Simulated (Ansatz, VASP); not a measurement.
# CuO: VASP beside Ansatz

```xyz
4
Lattice="3.4221 0.0000 0.0000 0.0000 3.4221 0.0000 0.0000 0.0000 4.2605" Properties=species:S:1:pos:R:3 pbc="T T T"
Cu    0.0000    1.7110    0.0000
Cu    1.7110    0.0000    2.1302
O     0.0000    0.0000    1.0651
O     0.0000    0.0000    3.1953
```

Alike in both runs: task single point; functional r2SCAN-based global hybrid; k mesh 5 × 5 × 4; occupations fermi-dirac, width 0.05 eV; no spin polarisation.

|  | VASP | Ansatz |
| --- | --- | --- |
| version | VASP 6.6.1 | Ansatz 0.2.0 |
| potentials or method | VASP PAW PBE potentials, release 64 (Cu, O) | Ansatz PAW |
| plane-wave cutoff (eV) | 520 | 500 |
| valence electrons in the cell | 34 | 50 |

|  | VASP | Ansatz | Ansatz less VASP |
| --- | --- | --- | --- |
| gap on the k mesh at the Fermi level (eV) | none | none | - |
| pressure (GPa) | -8.9 | -9.5 | -0.63 |
| traceless stress, the component that is largest in VASP (GPa) | 20.11 | 20.07 | -0.047 |

VASP's potentials were made for PBE, not for r2SCAN-based global hybrid. A gap of «none» marks a metal or a gap that the smearing closes. The functional is the same, so the differences come from potentials, cutoffs and numerics. VASP's potentials hold 34 valence electrons a cell and Ansatz's 50, so a difference there can come from the potentials and not from the codes.

The k mesh is coarse, so the values compare programs but aren't converged.
